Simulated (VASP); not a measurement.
Runs of VASP 6.6.1 on GaN. The structure is that of space group Fm-3m (No. 225), or close to it. The cells are those of the table. 

```csv
level,potentials or basis,cell,k mesh,cutoff (eV),second run,gap on the mesh (eV),pressure (GPa)
PBE,"VASP PAW PBE potentials, release 64 (Ga_d, N)","a = 3.048 Å, angles 60.0°, 2 atoms",8 × 8 × 8,520,-,0.25,-5.1
PBE,"VASP PAW PBE potentials, release 64 (Ga_d, N)","a = 2.982 Å, angles 60.0°, 2 atoms",10 × 10 × 10,520,-,0.66,9.1
r2SCAN,"VASP PAW PBE potentials, release 64 (Ga_d, N)","a = 2.952 Å, angles 60.0°, 2 atoms",8 × 8 × 8,520,-,(c),9.4
PBE,"VASP PAW PBE potentials, release 64 (Ga_d, N)","a = 3.018 Å, angles 60.0°, 2 atoms",8 × 8 × 8,520,-,(a),0.8
r2SCAN,"VASP PAW PBE potentials, release 64 (Ga_d, N)","a = 2.982 Å, angles 60.0°, 2 atoms",8 × 8 × 8,520,-,1.17,1.3
r2SCAN,"VASP PAW PBE potentials, release 64 (Ga_d, N_h)","a = 2.982 Å, angles 60.0°, 2 atoms",8 × 8 × 8,910,hard_potentials,1.17,(d)
PBE,"VASP PAW PBE potentials, release 64 (Ga_d, N)","a = 2.956 Å, angles 60.0°, 2 atoms",8 × 8 × 8,520,-,0.82,15.9
PBE,"VASP PAW PBE potentials, release 64 (Ga_d, N)","a = 3.077 Å, angles 60.0°, 2 atoms",8 × 8 × 8,520,-,0.08,-10.1
r2SCAN,"VASP PAW PBE potentials, release 64 (Ga_d, N)","a = 2.921 Å, angles 60.0°, 2 atoms",8 × 8 × 8,520,-,1.60,18.9
PBE,"VASP PAW PBE potentials, release 64 (Ga_d, N)","a = 2.987 Å, angles 60.0°, 2 atoms",8 × 8 × 8,520,-,0.62,7.7
r2SCAN,"VASP PAW PBE potentials, release 64 (Ga_d, N)","a = 3.011 Å, angles 60.0°, 2 atoms",8 × 8 × 8,520,-,0.97,-5.6
r2SCAN,"VASP PAW PBE potentials, release 64 (Ga_d, N)","a = 3.040 Å, angles 60.0°, 2 atoms",8 × 8 × 8,520,-,(b),-11.6
```

Alike in all rows: task single point; no spin polarisation; smearing gaussian 0.01 eV.

**Question.** Fill in the values left out.

**Answer.** (a) 0.43; (b) 0.78; (c) 1.38; (d) 1.0.

Caveats: the PAW data sets were made with another functional, which shifts forces and pressure a little (some runs); the cutoff is under 1.25 times the usual one of these potentials, so pressure, stress and relaxed cells hold a basis-set (Pulay) error (some runs).

A k mesh can miss the band edges, and the runs leave out spin-orbit coupling on Ga.
